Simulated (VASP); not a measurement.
Input of a VASP 6.6.1 run:

File INCAR:

```
PREC = Accurate ; ENCUT = 520
EDIFF = 1E-7 ; ISMEAR = 0
SIGMA = 0.15 ; LREAL = F
LASPH = T ; NELM = 60
ALGO = Normal ; ISIF = 2
LWAVE = F ; LCHARG = F
GGA = PS ; NBANDS = 20
```

File KPOINTS:

```
Automatic mesh
0
Gamma
  18 18 10
```

File POSCAR:

```
Ta2N
1.0
    2.8759668202      0.0000000000      0.0000000000
   -1.4379834101      2.4906603267      0.0000000000
    0.0000000000      0.0000000000      5.0844217414
Ta N
2 1
Direct
    0.6666666667      0.3333333333      0.7463700642
    0.3333333333      0.6666666667      0.2536299358
    0.0000000000      0.0000000000      0.0000000000
```

Potentials or basis: VASP PAW PBE potentials, release 64 (Ta_pv, N).

Run with:

```console
$ cat potpaw_PBE.64/Ta_pv/POTCAR potpaw_PBE.64/N/POTCAR > POTCAR
$ mpirun -np 1 vasp_std > vasp.out
```

(1) Estimate the largest force.

(2) Predict the band gap on the k mesh.

(3) Estimate the pressure.

Results:

(1) 1.762 eV/Å.

(2) zero (an odd number of electrons rules out a gap without spin polarisation).

(3) 33.0 GPa.

Caveat: the cell stands under pressure; the PAW data sets were made with another functional, which shifts forces and pressure a little; spin-orbit coupling is left out, which moves the levels of the heavy elements.
